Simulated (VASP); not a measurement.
Set up this calculation in VASP 6.6.1, as the native input.

```yaml
Task: single point
Functional: LDA
Potentials_or_basis: VASP PAW LDA potentials, release 64 (Os)
Cutoff: 520 eV
k_mesh: 18 × 18 × 10
Occupations: gaussian, width 0.1 eV
Spin: no spin polarisation
Dipole_correction: no
Further_INCAR_settings: ALGO = Fast; EDIFF = 1e-07; NBANDS = 15
```

The structure of Os lies in POSCAR:

```
Os
1.0
    2.7145028291      0.0000000000      0.0000000000
   -1.3572514145      2.3508284086      0.0000000000
    0.0000000000      0.0000000000      4.2931694378
Os
2
Direct
    0.3333333333      0.6666666667      0.2500000000
    0.6666666667      0.3333333333      0.7500000000
```

The input as run:

INCAR

```
PREC     = Accurate       # precision mode
ENCUT    = 520            # plane-wave cutoff, eV
EDIFF    = 1E-7           # SCF threshold, eV
ISMEAR   = 0              # smearing method
SIGMA    = 0.1            # smearing width, eV
LREAL    = F              # projectors in reciprocal space
LASPH    = T              # aspherical terms in the spheres
NELM     = 100            # most SCF steps
ALGO     = Fast           # electronic algorithm
ISIF     = 2              # what is computed and relaxed
LWAVE    = F              # write WAVECAR
LCHARG   = F              # write CHGCAR
NBANDS   = 15             # bands
```

KPOINTS

```
Automatic mesh
0
Gamma
  18 18 10
```

Potentials or basis: VASP PAW LDA potentials, release 64 (Os).

Command:

```sh
$ cat potpaw_LDA.64/Os/POTCAR > POTCAR
$ mpirun -np 1 vasp_std > vasp.out
```

Results of the run:

```
Pressure               : 1.0 GPa
Band gap on the k mesh : zero (band 8 reaches 11.82 eV, above the bottom of band 9 at 7.75 eV)
```

Caveat: spin-orbit coupling is left out, which moves the levels of the heavy elements.

Run time: 76 s on 1 thread of Intel(R) Xeon(R) Platinum 8259CL CPU @ 2.50GHz (Skylake/Cascade Lake), with other jobs on the host, peak memory 0.19 GiB.
